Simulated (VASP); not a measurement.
# Os (Fm-3m) in VASP: further runs

Runs on Os. Level: PBE. Tasks: single point.

All numbers are computed with VASP 6.6.1; they aren't measurements. Logs are shortened: lines on timing, memory, paths and dates and some standing lists are left out, and cuts for length are marked.

### Step 1. The cell of the first run

The structure is cubic, space group Fm-3m (No. 225). The conventional cell has a = 3.890 Å, b = 3.890 Å, c = 3.890 Å, α = 90.00°, β = 90.00°, γ = 90.00°. Within 3.6 Å of Os (site symmetry m-3m) lie 12 Os at 2.75 Å.

This isn't the form of Os at room conditions, which is hcp.

### Step 2. Single point, PBE

Input file INCAR:

```
SYSTEM = Os
ALGO = Normal ; EDIFF = 1E-6
ENCUT = 520 ; GGA = PE
ISIF = 2 ; ISMEAR = -1
LASPH = .True. ; LCHARG = .False.
LREAL = .False. ; LWAVE = .False.
NBANDS = 10 ; NELM = 100
PREC = Accurate ; SIGMA = 0.03
```

Input file KPOINTS:

```
k-points
0
Gamma
  14 14 14
  0 0 0
```

Input file POSCAR:

```
Os
1.0
    0.0000000000      1.9450000000      1.9450000000
    1.9450000000      0.0000000000      1.9450000000
    1.9450000000      1.9450000000      0.0000000000
Os
1
Direct
    0.0000000000      0.0000000000      0.0000000000
```

Potentials or basis: VASP PAW PBE potentials, release 64 (Os).

The run is started by

```bash
$ cat potpaw_PBE.64/Os/POTCAR > POTCAR
$ mpirun -np 1 vasp_std > vasp.out
```

OUTCAR:

```text
SYSTEM = Os
   EDIFF = 1E-6
   ENCUT = 520
   GGA = PE
   ISIF = 2
   ISMEAR = -1
   LASPH = .True.
   LREAL = .False.
   NELM = 100
   PREC = Accurate

 ion  position               nearest neighbor table
   1  0.000  0.000  0.000-

  LATTYP: Found a face centered cubic cell.
 ALAT       =     3.8900000000

  Lattice vectors:

 A1 = (   0.0000000000,   1.9450000000,   1.9450000000)
 A2 = (   1.9450000000,   0.0000000000,   1.9450000000)
 A3 = (   1.9450000000,   1.9450000000,   0.0000000000)

Analysis of symmetry for initial positions (statically):
=====================================================================
 Subroutine PRICEL returns:
 Original cell was already a primitive cell.

 Routine SETGRP: Setting up the symmetry group for a
 face centered cubic supercell.

 Subroutine GETGRP returns: Found 48 space group operations
 (whereof 48 operations were pure point group operations)
 out of a pool of 48 trial point group operations.

The static configuration has the point symmetry O_h .

Analysis of symmetry for dynamics (positions and initial velocities):
=====================================================================
 Subroutine PRICEL returns:
 Original cell was already a primitive cell.

 Routine SETGRP: Setting up the symmetry group for a
 face centered cubic supercell.

 Subroutine GETGRP returns: Found 48 space group operations
 (whereof 48 operations were pure point group operations)
 out of a pool of 48 trial point group operations.

The dynamic configuration has the point symmetry O_h .

 Subroutine INISYM returns: Found 48 space group operations
 (whereof 48 operations are pure point group operations),
 and found     1 'primitive' translations

----------------------------------------------------------------------------------------

                                     Primitive cell

  volume of cell :      14.7160

  direct lattice vectors                    reciprocal lattice vectors
     0.000000000  1.945000000  1.945000000    -0.257069409  0.257069409  0.257069409
     1.945000000  0.000000000  1.945000000     0.257069409 -0.257069409  0.257069409
     1.945000000  1.945000000  0.000000000     0.257069409  0.257069409 -0.257069409

  length of vectors
     2.750645379  2.750645379  2.750645379     0.445257277  0.445257277  0.445257277

  position of ions in fractional coordinates (direct lattice)
     0.000000000  0.000000000  0.000000000

  ion indices of the primitive-cell ions
   primitive index   ion index
                 1           1

----------------------------------------------------------------------------------------

 KPOINTS: k-points

Automatic generation of k-mesh.
 Grid dimensions read from file:
 generate k-points for:   14   14   14

 Generating k-lattice:

  Cartesian coordinates                     Fractional coordinates (reciprocal lattice)
    -0.018362101  0.018362101  0.018362101     0.071428571  0.000000000  0.000000000
     0.018362101 -0.018362101  0.018362101     0.000000000  0.071428571  0.000000000
     0.018362101  0.018362101 -0.018362101     0.000000000  0.000000000  0.071428571

  Length of vectors
     0.031804091  0.031804091  0.031804091

  Shift w.r.t. Gamma in fractional coordinates (k-lattice)
     0.000000000  0.000000000  0.000000000

 Subroutine IBZKPT returns following result:
 ===========================================

 Found    104 irreducible k-points:

 Following reciprocal coordinates:
            Coordinates               Weight
  0.000000  0.000000  0.000000      1.000000
  0.071429  0.000000  0.000000      8.000000
  0.142857  0.000000  0.000000      8.000000
  0.214286  0.000000  0.000000      8.000000
  0.285714  0.000000  0.000000      8.000000
  0.357143  0.000000  0.000000      8.000000
[... 16 lines left out ...]
  0.214286  0.142857  0.000000     24.000000
  0.285714  0.142857  0.000000     24.000000
 [... further k-points ...]
   k-points           NKPTS =    104   k-points in BZ     NKDIM =    104   number of bands    NBANDS=     10
   number of dos      NEDOS =    301   number of ions     NIONS =      1
   total plane-waves  NPLWV =   8000
   dimension x,y,z NGX =    20 NGY =   20 NGZ =   20
   dimension x,y,z NGXF=    40 NGYF=   40 NGZF=   40
   ions per type =               1
   NGX,Y,Z   is equivalent  to a cutoff of  12.09, 12.09, 12.09 a.u.
   NGXF,Y,Z  is equivalent  to a cutoff of  24.18, 24.18, 24.18 a.u.
 SYSTEM =  Os
   PREC   = accura    normal or accurate (medium, high low for compatibility)
   ISTART =      0    job   : 0-new  1-cont  2-samecut
   ICHARG =      2    charge: 1-file 2-atom 10-const
   ISPIN  =      1    spin polarized calculation?
   LNONCOLLINEAR =      F non collinear calculations
   LSORBIT =      F    spin-orbit coupling
   LASPH  =      T    aspherical Exc in radial PAW
   ENCUT  =  520.0 eV  38.22 Ry    6.18 a.u.   5.11  5.11  5.11*2*pi/ulx,y,z
   NELM   =    100;   NELMIN=  2; NELMDL= -5     # of ELM steps
   EDIFF  = 0.1E-05   stopping-criterion for ELM
   LREAL  =      F    real-space projection
   EDIFFG = 0.1E-04   stopping-criterion for IOM
   NSW    =      0    number of steps for IOM
   IBRION =     -1    ionic relax: 0-MD 1-quasi-New 2-CG
   NFREE  =      0    steps in history (QN), initial steepest desc. (CG)
   ISIF   =      2    stress and relaxation
   ISYM   =      2    0-nonsym 1-usesym 2-fastsym
   POTIM  = 0.5000    time-step for ionic-motion
   TEBEG  =    0.0;   TEEND  =   0.0 temperature during run
   PSTRESS=    0.0 pullay stress
   NELECT =       8.0000    total number of electrons
   NUPDOWN=      -1.0000    fix difference up-down
   EMIN   =  10.00;   EMAX   =-10.00  energy-range for DOS
   EFERMI =   0.00;   METHOD = LEGACY
   ISMEAR =    -1;   SIGMA  =   0.03  broadening in eV -4-tet -1-fermi 0-gaus
   EFERMI_NEDOS =   21; number of points for ismear=-14 and -15
   IALGO  =     38    algorithm
   IMIX   =      4    mixing-type and parameters
     AMIX     =   0.40;   BMIX     =  1.00
     AMIX_MAG =   1.60;   BMIX_MAG =  1.00
  volume/ion in A,a.u.               =      14.72        99.31
  Fermi-wavevector in a.u.,A,eV,Ry     =   1.336109  2.524880 24.288947  1.785187
  Thomas-Fermi vector in A             =   2.464761
   LORBIT       =      0    0 simple, 1 ext, 2 COOP (PROOUT), +10 PAW based schemes
   GGA     = PE    functional components
   LHFCALC =     F    Hartree Fock is set to
   AEXX    =    0.0000 exact exchange contribution
   IVDW    =     0    specifies the selected vdW correction
   LEPSILON=     F    determine dielectric tensor
   LRPA    =     F    only Hartree local field effects (RPA)
 non-spin polarized calculation
  energy-cutoff  :      520.00
  volume of cell :       14.72
 maximum number of plane-waves:       411
   NGX = 11   NGY = 11   NGZ = 11

 number of electron       8.0000001 magnetization

 Free energy of the ion-electron system (eV)
  ---------------------------------------------------
  ext. energy  EPLUGINS =         0.00000000
  ---------------------------------------------------
  free energy    TOTEN  =       -11.09276822 eV

  energy without entropy =      -11.08812770  energy(sigma->0) =      -11.09044796

 E-fermi :   8.5573     XC(G=0): -13.7657

 val. band max:        8.5481055852   @ k =  -0.3571   0.3571   0.0000
 cond. band min:       8.5599742154   @ k =   0.3571   0.2857   0.0714
 fundamental gap:      0.0118686303
 Fermi energy:         8.5572662687

 k-point     1 :       0.0000    0.0000    0.0000
  band No.  band energies     occupation
      1      -1.7713      2.00000
      2       5.8126      2.00000
      3       5.8126      2.00000
      4       5.8126      2.00000
      5       8.6297      0.16433
      6       8.6297      0.16433
      7      22.8835      0.00000
      8      28.4000      0.00000
      9      28.4000      0.00000
     10      28.4000      0.00000

 k-point     2 :       0.0714    0.0000    0.0000
  band No.  band energies     occupation
      1      -1.5458      2.00000
      2       5.6804      2.00000
      3       5.9133      2.00000
      4       5.9133      2.00000
      5       8.5602      0.95055
      6       8.5602      0.95055
      7      23.2955      0.00000
      8      27.2821      0.00000
      9      28.7936      0.00000
     10      28.7936      0.00000

 k-point     3 :       0.1429    0.0000    0.0000
  band No.  band energies     occupation
      1      -0.9094      2.00000
      2       5.3751      2.00000
      3       6.1461      2.00000
      4       6.1461      2.00000
      5       8.4493      1.94674
      6       8.4493      1.94674
      7      24.3144      0.00000
      8      25.4687      0.00000
      9      29.9188      0.00000
     10      29.9188      0.00000

 k-point     4 :       0.2143    0.0000    0.0000
  band No.  band energies     occupation
      1      -0.0100      2.00000
      2       5.1446      2.00000
      3       6.2878      2.00000
      4       6.2878      2.00000
      5       8.5751      0.71104
      6       8.5751      0.71104
      7      23.4456      0.00000
      8      25.6532      0.00000
      9      31.6084      0.00000
     10      31.6084      0.00000

 k-point     5 :       0.2857    0.0000    0.0000
  band No.  band energies     occupation
      1       0.8285      2.00000
      2       5.3688      2.00000
      3       6.1705      2.00000
      4       6.1705      2.00000
      5       9.1284      0.00000
      6       9.1284      0.00000
      7      21.6976      0.00000
      8      25.3482      0.00000
      9      32.8016      0.00000
     10      32.8049      0.00000

 k-point     6 :       0.3571    0.0000    0.0000
  band No.  band energies     occupation
      1       1.2570      2.00000
      2       5.9331      2.00000
      3       5.9331      2.00000
      4       6.3387      2.00000
      5       9.9103      0.00000
      6       9.9103      0.00000
      7      19.8020      0.00000
      8      23.8286      0.00000
      9      30.7456      0.00000
     10      30.7456      0.00000
[... 183 lines left out ...]
 k-point    21 :      -0.0714    0.0714    0.0000
  band No.  band energies     occupation
      1      -1.1811      2.00000
      2       5.4513      2.00000
      3       6.0568      2.00000
      4       6.1101      2.00000
      5       8.2700      1.99986
      6       8.6724      0.04216
      7      23.9396      0.00000
      8      26.3821      0.00000
      9      28.6802      0.00000
     10      29.7779      0.00000

 k-point    22 :       0.1429    0.1429    0.0000
  band No.  band energies     occupation
      1      -0.6145      2.00000
      2       4.9292      2.00000
      3       6.5103      2.00000
      4       6.5103      2.00000
      5       7.5944      2.00000
      6       8.9929      0.00000
      7      24.9786      0.00000
      8      26.7391      0.00000
      9      28.7428      0.00000
     10      28.7428      0.00000

 k-point    23 :       0.2143    0.1429    0.0000
  band No.  band energies     occupation
      1       0.0874      2.00000
      2       4.5641      2.00000
      3       6.6187      2.00000
      4       6.8356      2.00000
      5       7.5087      2.00000
      6       9.2000      0.00000
      7      25.5977      0.00000
      8      26.1521      0.00000
      9      28.8853      0.00000
     10      29.4353      0.00000

 k-point    24 :       0.2857    0.1429    0.0000
  band No.  band energies     occupation
      1       0.9757      2.00000
      2       4.3560      2.00000
      3       6.1431      2.00000
      4       6.9564      2.00000
      5       8.3210      1.99924
      6       9.6256      0.00000
      7      23.8193      0.00000
      8      26.7869      0.00000
      9      28.9441      0.00000
     10      29.7623      0.00000

 [... further k-points ...]

------------------------ aborting loop because EDIFF is reached ----------------------------------------

  FORCE on cell =-STRESS in cart. coord.  units (eV):
  Direction    XX          YY          ZZ          XY          YZ          ZX
  --------------------------------------------------------------------------------------
  -------------------------------------------------------------------------------------
  Total       -0.8937297     -0.8937297     -0.8937297      0.0000000     -0.0000000      0.0000000
  in kB      -97.3033887    -97.3033887    -97.3033887      0.0000000     -0.0000000      0.0000000
  external PRESSURE =     -97.3033887 kB  Pullay stress =       0.0000000 kB

 VOLUME and BASIS-vectors are now :
 -----------------------------------------------------------------------------
  energy-cutoff  :      520.00
  volume of cell :       14.72
      direct lattice vectors                 reciprocal lattice vectors
     0.000000000  1.945000000  1.945000000    -0.257069409  0.257069409  0.257069409
     1.945000000  0.000000000  1.945000000     0.257069409 -0.257069409  0.257069409
     1.945000000  1.945000000  0.000000000     0.257069409  0.257069409 -0.257069409

 POSITION                                       TOTAL-FORCE (eV/Angst)
 -----------------------------------------------------------------------------------
      0.00000      0.00000      0.00000         0.000000      0.000000     -0.000000
 -----------------------------------------------------------------------------------
    total drift:                               -0.000000     -0.000000     -0.000000

  FREE ENERGIE OF THE ION-ELECTRON SYSTEM (eV)
  ---------------------------------------------------
  free  energy   TOTEN  =       -11.0927682187 eV

  energy  without entropy=      -11.0881276962  energy(sigma->0) =      -11.09044796
```

Run time: 12 s. Hardware: 1 thread of AMD EPYC 7R43 (Zen 3), shared host; peak memory 0.1 GiB.

Results:

```yaml
Free_energy: -11.0928 eV
Pressure: -9.7 GPa
Band_gap_on_the_k_mesh: zero (bands 4 and 5 overlap by 3.50 eV)
```

Caveat: the cell stands under tension; spin-orbit coupling is left out, which moves the levels of the heavy elements.

### Step 3. Single point, PBE

Input file INCAR:

```
  PREC = Accurate
  ENCUT = 520
  EDIFF = 1E-6
  ISMEAR = -1
  SIGMA = 0.03
  LREAL = False
  LASPH = True
  NELM = 80
  ALGO = Normal
  ISIF = 2
  LWAVE = False
  LCHARG = False
  GGA = PE
  NBANDS = 10
```

Input file KPOINTS:

```
regular mesh
0
Gamma
  14 14 14
```

POSCAR is that of step 2.

Potentials or basis: VASP PAW PBE potentials, release 64 (Os).

The run is started by

```bash
$ cat potpaw_PBE.64/Os/POTCAR > POTCAR
$ mpirun -np 1 vasp_std > vasp.out
```

Run time: 14 s. Hardware: 1 thread of AMD EPYC 7R43 (Zen 3), shared host; peak memory 0.1 GiB.

The run converged. Its results:

| Quantity | Value |
| --- | --- |
| Free energy | -11.0928 eV |
| Pressure | -9.7 GPa |
| Band gap on the k mesh | zero (bands 4 and 5 overlap by 3.50 eV) |

Levels at points of the mesh, in eV from the Fermi level:
```csv
k point,band 1,band 2,band 3,band 4,band 5,band 6,band 7,band 8,band 9
"(0.00, 0.00, 0.00)",-10.33,-2.74,-2.74,-2.74,0.07,0.07,14.33,19.84,19.84
"(0.50, 0.00, 0.00)",-7.21,-2.89,-2.89,-0.16,2.30,2.30,8.42,13.85,19.92
"(0.50, 0.50, 0.00)",-7.05,-6.36,2.26,2.30,2.94,2.94,11.53,12.00,12.00
```

Caveat: the cell stands under tension; spin-orbit coupling is left out, which moves the levels of the heavy elements.
